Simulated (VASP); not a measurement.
# I (Im-3m) in VASP: further runs

Runs on I. Level: r2SCAN. Tasks: single point.

Everything below comes from runs of VASP 6.6.1. Logs are shortened: lines on timing, memory, paths and dates and some standing lists are left out, and cuts for length are marked.

### Step 1. The cell of the first run

Symmetry: Im-3m, No. 229, cubic system. The conventional cell has a = 4.004 Å, b = 4.004 Å, c = 4.004 Å, α = 90.00°, β = 90.00°, γ = 90.00°. Within 4.6 Å of I (site symmetry m-3m) lie 14 I at 3.47 to 4.00 Å.

### Step 2. Single point, r2SCAN

POSCAR

```
I
1.0
   -2.0022145728      2.0022145728      2.0022145728
    2.0022145728     -2.0022145728      2.0022145728
    2.0022145728      2.0022145728     -2.0022145728
I
1
Direct
    0.0000000000      0.0000000000      0.0000000000
```

INCAR.step1

```
PREC     = Accurate       # precision mode
ENCUT    = 520            # plane-wave cutoff, eV
ISMEAR   = -1             # smearing method
SIGMA    = 0.01           # smearing width, eV
LREAL    = False          # projectors in reciprocal space
LASPH    = True           # aspherical terms in the spheres
NELM     = 80             # most SCF steps
NBANDS   = 10             # bands
GGA      = PE             # functional
ALGO     = Normal         # electronic algorithm
EDIFF    = 1E-4           # SCF threshold, eV
LWAVE    = True           # write WAVECAR
LCHARG   = False          # write CHGCAR
```

INCAR.step2

```
PREC     = Accurate       # precision mode
ENCUT    = 520            # plane-wave cutoff, eV
EDIFF    = 1E-6           # SCF threshold, eV
ISMEAR   = -1             # smearing method
SIGMA    = 0.01           # smearing width, eV
LREAL    = False          # projectors in reciprocal space
LASPH    = True           # aspherical terms in the spheres
NELM     = 80             # most SCF steps
ALGO     = Normal         # electronic algorithm
ISIF     = 2              # what is computed and relaxed
LWAVE    = False          # write WAVECAR
LCHARG   = False          # write CHGCAR
METAGGA  = R2SCAN         # meta-GGA
LMIXTAU  = True         
NBANDS   = 10             # bands
ISTART   = 1
```

KPOINTS

```
Automatic mesh
0
Gamma
  8 8 8
```

Potentials or basis: VASP PAW PBE potentials, release 64 (I).

Launch:

```console
$ cat potpaw_PBE.64/I/POTCAR > POTCAR
$ cp INCAR.step1 INCAR
$ mpirun -np 1 vasp_std > vasp.out
$ cp INCAR.step2 INCAR
$ mpirun -np 1 vasp_std > vasp.out
```

OUTCAR:

```text
PREC = Accurate
   ENCUT = 520
   EDIFF = 1E-6
   ISMEAR = -1
   LREAL = False
   LASPH = True
   NELM = 80
   ISIF = 2
   METAGGA = R2SCAN
   ISTART = 1

 ion  position               nearest neighbor table
   1  0.000  0.000  0.000-

  LATTYP: Found a body centered cubic cell.
 ALAT       =     4.0044291456

  Lattice vectors:

 A1 = (  -2.0022145728,   2.0022145728,   2.0022145728)
 A2 = (   2.0022145728,  -2.0022145728,   2.0022145728)
 A3 = (   2.0022145728,   2.0022145728,  -2.0022145728)

Analysis of symmetry for initial positions (statically):
=====================================================================
 Subroutine PRICEL returns:
 Original cell was already a primitive cell.

 Routine SETGRP: Setting up the symmetry group for a
 body centered cubic supercell.

 Subroutine GETGRP returns: Found 48 space group operations
 (whereof 48 operations were pure point group operations)
 out of a pool of 48 trial point group operations.

The static configuration has the point symmetry O_h .

Analysis of symmetry for dynamics (positions and initial velocities):
=====================================================================
 Subroutine PRICEL returns:
 Original cell was already a primitive cell.

 Routine SETGRP: Setting up the symmetry group for a
 body centered cubic supercell.

 Subroutine GETGRP returns: Found 48 space group operations
 (whereof 48 operations were pure point group operations)
 out of a pool of 48 trial point group operations.

The dynamic configuration has the point symmetry O_h .

 Subroutine INISYM returns: Found 48 space group operations
 (whereof 48 operations are pure point group operations),
 and found     1 'primitive' translations

----------------------------------------------------------------------------------------

                                     Primitive cell

  volume of cell :      32.1064

  direct lattice vectors                    reciprocal lattice vectors
    -2.002214573  2.002214573  2.002214573     0.000000000  0.249723485  0.249723485
     2.002214573 -2.002214573  2.002214573     0.249723485  0.000000000  0.249723485
     2.002214573  2.002214573 -2.002214573     0.249723485  0.249723485  0.000000000

  length of vectors
     3.467937368  3.467937368  3.467937368     0.353162339  0.353162339  0.353162339

  position of ions in fractional coordinates (direct lattice)
     0.000000000  0.000000000  0.000000000

  ion indices of the primitive-cell ions
   primitive index   ion index
                 1           1

----------------------------------------------------------------------------------------

 KPOINTS: Automatic mesh

Automatic generation of k-mesh.
 Grid dimensions read from file:
 generate k-points for:    8    8    8

 Generating k-lattice:

  Cartesian coordinates                     Fractional coordinates (reciprocal lattice)
     0.000000000  0.031215436  0.031215436     0.125000000  0.000000000  0.000000000
     0.031215436  0.000000000  0.031215436     0.000000000  0.125000000  0.000000000
     0.031215436  0.031215436  0.000000000     0.000000000  0.000000000  0.125000000

  Length of vectors
     0.044145292  0.044145292  0.044145292

  Shift w.r.t. Gamma in fractional coordinates (k-lattice)
     0.000000000  0.000000000  0.000000000

 Subroutine IBZKPT returns following result:
 ===========================================

 Found     29 irreducible k-points:

 Following reciprocal coordinates:
            Coordinates               Weight
  0.000000  0.000000  0.000000      1.000000
  0.125000  0.000000  0.000000     12.000000
  0.250000  0.000000  0.000000     12.000000
  0.375000  0.000000  0.000000     12.000000
  0.500000  0.000000  0.000000      6.000000
  0.125000  0.125000  0.000000     24.000000
[... 16 lines left out ...]
 -0.250000  0.250000  0.250000      6.000000
 -0.375000  0.375000  0.250000     24.000000
 [... further k-points ...]
   k-points           NKPTS =     29   k-points in BZ     NKDIM =     29   number of bands    NBANDS=     10
   number of dos      NEDOS =    301   number of ions     NIONS =      1
   total plane-waves  NPLWV =  21952
   dimension x,y,z NGX =    28 NGY =   28 NGZ =   28
   dimension x,y,z NGXF=    56 NGYF=   56 NGZF=   56
   ions per type =               1
   NGX,Y,Z   is equivalent  to a cutoff of  13.42, 13.42, 13.42 a.u.
   NGXF,Y,Z  is equivalent  to a cutoff of  26.85, 26.85, 26.85 a.u.
 SYSTEM =  unknown system
   PREC   = accura    normal or accurate (medium, high low for compatibility)
   ISTART =      1    job   : 0-new  1-cont  2-samecut
   ICHARG =      0    charge: 1-file 2-atom 10-const
   ISPIN  =      1    spin polarized calculation?
   LNONCOLLINEAR =      F non collinear calculations
   LSORBIT =      F    spin-orbit coupling
   LASPH  =      T    aspherical Exc in radial PAW
   ENCUT  =  520.0 eV  38.22 Ry    6.18 a.u.   6.45  6.45  6.45*2*pi/ulx,y,z
   NELM   =     80;   NELMIN=  2; NELMDL=  0     # of ELM steps
   EDIFF  = 0.1E-05   stopping-criterion for ELM
   LREAL  =      F    real-space projection
   EDIFFG = 0.1E-04   stopping-criterion for IOM
   NSW    =      0    number of steps for IOM
   IBRION =     -1    ionic relax: 0-MD 1-quasi-New 2-CG
   NFREE  =      0    steps in history (QN), initial steepest desc. (CG)
   ISIF   =      2    stress and relaxation
   ISYM   =      2    0-nonsym 1-usesym 2-fastsym
   POTIM  = 0.5000    time-step for ionic-motion
   TEBEG  =    0.0;   TEEND  =   0.0 temperature during run
   PSTRESS=    0.0 pullay stress
   NELECT =       7.0000    total number of electrons
   NUPDOWN=      -1.0000    fix difference up-down
   EMIN   =  10.00;   EMAX   =-10.00  energy-range for DOS
   EFERMI =   0.00;   METHOD = LEGACY
   ISMEAR =    -1;   SIGMA  =   0.01  broadening in eV -4-tet -1-fermi 0-gaus
   EFERMI_NEDOS =   21; number of points for ismear=-14 and -15
   IALGO  =     38    algorithm
   IMIX   =      4    mixing-type and parameters
     AMIX     =   0.40;   BMIX     =  1.00
     AMIX_MAG =   1.60;   BMIX_MAG =  1.00
  volume/ion in A,a.u.               =      32.11       216.66
  Fermi-wavevector in a.u.,A,eV,Ry     =   0.985319  1.861983 13.209267  0.970854
  Thomas-Fermi vector in A             =   2.116617
   LORBIT       =      0    0 simple, 1 ext, 2 COOP (PROOUT), +10 PAW based schemes
   METAGGA = R2SCAN    functional components
   LHFCALC =     F    Hartree Fock is set to
   AEXX    =    0.0000 exact exchange contribution
   IVDW    =     0    specifies the selected vdW correction
   LEPSILON=     F    determine dielectric tensor
   LRPA    =     F    only Hartree local field effects (RPA)
 non-spin polarized calculation
  energy-cutoff  :      520.00
  volume of cell :       32.11
 maximum number of plane-waves:       887
 NGX is ok and might be reduce to    28
   NGX = 13   NGY = 13   NGZ = 13

 number of electron       7.0000000 magnetization

 Free energy of the ion-electron system (eV)
  ---------------------------------------------------
  ext. energy  EPLUGINS =         0.00000000
  ---------------------------------------------------
  free energy    TOTEN  =       -23.99334940 eV

  energy without entropy =      -23.99277938  energy(sigma->0) =      -23.99306439

 E-fermi :   5.5202     XC(G=0):  -9.9215

 val. band max:        5.4420878843   @ k =  -0.3750   0.3750   0.1250
 cond. band min:       5.5352197933   @ k =  -0.2500   0.2500   0.1250
 fundamental gap:      0.0931319090
 Fermi energy:         5.5201908029

 k-point     1 :       0.0000    0.0000    0.0000
  band No.  band energies     occupation
      1      -9.0941      2.00000
      2       6.6188      0.00000
      3       6.6188      0.00000
      4       6.6188      0.00000
      5      14.2281      0.00000
      6      15.8422      0.00000
      7      15.8422      0.00000
      8      15.8422      0.00000
      9      18.3891      0.00000
     10      18.3891      0.00000

 k-point     2 :       0.1250    0.0000    0.0000
  band No.  band energies     occupation
      1      -8.8795      2.00000
      2       5.3659      2.00000
      3       6.2173      0.00000
      4       6.5572      0.00000
      5      14.5325      0.00000
      6      15.0408      0.00000
      7      15.9775      0.00000
      8      16.7640      0.00000
      9      17.4543      0.00000
     10      17.7091      0.00000

 k-point     3 :       0.2500    0.0000    0.0000
  band No.  band energies     occupation
      1      -8.2867      2.00000
      2       3.0292      2.00000
      3       5.4217      1.99989
      4       6.4027      0.00000
      5      13.1101      0.00000
      6      13.9276      0.00000
      7      17.3907      0.00000
      8      17.6198      0.00000
      9      19.1042      0.00000
     10      19.3038      0.00000

 k-point     4 :       0.3750    0.0000    0.0000
  band No.  band energies     occupation
      1      -7.5291      2.00000
      2       0.9956      2.00000
      3       4.7780      2.00000
      4       6.2423      0.00000
      5      12.0758      0.00000
      6      13.1915      0.00000
      7      18.3861      0.00000
      8      18.6754      0.00000
      9      21.5181      0.00000
     10      22.2632      0.00000

 k-point     5 :       0.5000    0.0000    0.0000
  band No.  band energies     occupation
      1      -7.1310      2.00000
      2       0.1449      2.00000
      3       4.5412      2.00000
      4       6.1747      0.00000
      5      11.7272      0.00000
      6      12.9402      0.00000
      7      19.4378      0.00000
      8      19.9546      0.00000
      9      20.7209      0.00000
     10      20.7830      0.00000

 k-point     6 :       0.1250    0.1250    0.0000
  band No.  band energies     occupation
      1      -8.4742      2.00000
      2       3.7961      2.00000
      3       5.6027      0.00052
      4       6.1983      0.00000
      5      14.0412      0.00000
      6      14.5411      0.00000
      7      16.1349      0.00000
      8      16.9041      0.00000
      9      18.8763      0.00000
     10      19.3299      0.00000
[... 183 lines left out ...]
 k-point    21 :      -0.3750   -0.3750    0.1250
  band No.  band energies     occupation
      1      -6.6404      2.00000
      2       1.5680      2.00000
      3       1.5680      2.00000
      4       5.3611      2.00000
      5      13.7571      0.00000
      6      13.9226      0.00000
      7      13.9226      0.00000
      8      20.7082      0.00000
      9      20.7082      0.00000
     10      22.8969      0.00000

 k-point    22 :       0.2500    0.2500    0.2500
  band No.  band energies     occupation
      1      -6.8284      2.00000
      2       2.3030      2.00000
      3       2.3030      2.00000
      4       2.3030      2.00000
      5      17.5743      0.00000
      6      17.5743      0.00000
      7      17.5743      0.00000
      8      21.2975      0.00000
      9      21.2975      0.00000
     10      23.4250      0.00000

 k-point    23 :      -0.2500    0.2500    0.2500
  band No.  band energies     occupation
      1      -7.5483      2.00000
      2       2.9175      2.00000
      3       4.1510      2.00000
      4       4.1510      2.00000
      5      12.2093      0.00000
      6      16.4274      0.00000
      7      16.9379      0.00000
      8      16.9379      0.00000
      9      17.8471      0.00000
     10      20.6566      0.00000

 k-point    24 :      -0.3750    0.3750    0.2500
  band No.  band energies     occupation
      1      -6.8781      2.00000
      2       1.6916      2.00000
      3       3.4867      2.00000
      4       3.9506      2.00000
      5      11.6873      0.00000
      6      14.6007      0.00000
      7      16.6436      0.00000
      8      17.3545      0.00000
      9      20.7368      0.00000
     10      22.0656      0.00000

 [... further k-points ...]
[... 5 lines left out ...]
  --------------------------------------------------------------------------------------
  -------------------------------------------------------------------------------------
  Total        0.8521058      0.8521058      0.8521058      0.0000000     -0.0000000      0.0000000
  in kB       42.5218586     42.5218586     42.5218586      0.0000000     -0.0000000      0.0000000
  external PRESSURE =      42.5218586 kB  Pullay stress =       0.0000000 kB

 VOLUME and BASIS-vectors are now :
 -----------------------------------------------------------------------------
  energy-cutoff  :      520.00
  volume of cell :       32.11
      direct lattice vectors                 reciprocal lattice vectors
    -2.002214573  2.002214573  2.002214573     0.000000000  0.249723485  0.249723485
     2.002214573 -2.002214573  2.002214573     0.249723485  0.000000000  0.249723485
     2.002214573  2.002214573 -2.002214573     0.249723485  0.249723485  0.000000000

 POSITION                                       TOTAL-FORCE (eV/Angst)
 -----------------------------------------------------------------------------------
      0.00000      0.00000      0.00000        -0.000000      0.000000     -0.000000
 -----------------------------------------------------------------------------------
    total drift:                                0.000000      0.000000      0.000000

  FREE ENERGIE OF THE ION-ELECTRON SYSTEM (eV)
  ---------------------------------------------------
  free  energy   TOTEN  =       -23.9933494007 eV

  energy  without entropy=      -23.9927793807  energy(sigma->0) =      -23.99306439
```

Run time: 25 s. Hardware: 1 thread of Intel Xeon Platinum 8488C (Sapphire Rapids), shared host; peak memory 0.15 GiB.

Results:

```yaml
Free_energy: -23.9933 eV
Pressure: 4.3 GPa
```

Caveat: the PAW data sets were made with another functional, which shifts forces and pressure a little; spin-orbit coupling is left out, which moves the levels of the heavy elements; an odd number of electrons without spin polarisation forces a metal; a magnetic or distorted state may lie lower.

### Step 3. Single point, r2SCAN

This run uses another cell than the first one, of 33.57 Å³/atom, 1.045 times its volume.

POSCAR

```
I
1.0
   -2.0321027788      2.0321027788      2.0321027788
    2.0321027788     -2.0321027788      2.0321027788
    2.0321027788      2.0321027788     -2.0321027788
I
1
Direct
    0.0000000000      0.0000000000      0.0000000000
```

INCAR.step1

```
PREC = Accurate
ENCUT = 520
ISMEAR = -1
SIGMA = 0.01
LREAL = F
LASPH = T
NELM = 80
NBANDS = 10
GGA = PE
ALGO = Normal
EDIFF = 1E-4
LWAVE = T
LCHARG = F
```

INCAR.step2

```
PREC = Accurate
ENCUT = 520
EDIFF = 1E-6
ISMEAR = -1
SIGMA = 0.01
LREAL = F
LASPH = T
NELM = 80
ALGO = Normal
ISIF = 2
LWAVE = F
LCHARG = F
METAGGA = R2SCAN
LMIXTAU = T
NBANDS = 10
ISTART = 1
```

KPOINTS

```
regular mesh
0
Gamma
  8 8 8
```

Potentials or basis: VASP PAW PBE potentials, release 64 (I).

Launch:

```console
$ cat potpaw_PBE.64/I/POTCAR > POTCAR
$ cp INCAR.step1 INCAR
$ mpirun -np 1 vasp_std > vasp.out
$ cp INCAR.step2 INCAR
$ mpirun -np 1 vasp_std > vasp.out
```

It took 26 s on 1 thread of Intel Xeon Platinum 8488C (Sapphire Rapids), shared host; peak memory 0.16 GiB.

The run converged. Its results:

| Property | Result |
| --- | --- |
| Free energy | -24.0234 eV |
| Pressure | 2.4 GPa |

Levels at points of the mesh, in eV from the Fermi level:
```csv
k point,band 1,band 2,band 3,band 4,band 5,band 6,band 7,band 8
"(0.00, 0.00, 0.00)",-14.28,1.00,1.00,1.00,8.39,10.35,10.35,10.35
"(0.50, 0.00, 0.00)",-12.50,-5.02,-0.91,0.61,6.29,7.55,13.88,14.26
"(0.50, 0.50, 0.50)",-11.31,-2.97,-2.97,-2.97,4.70,4.70,17.76,17.77
```

Caveat: the PAW data sets were made with another functional, which shifts forces and pressure a little; spin-orbit coupling is left out, which moves the levels of the heavy elements; an odd number of electrons without spin polarisation forces a metal; a magnetic or distorted state may lie lower.
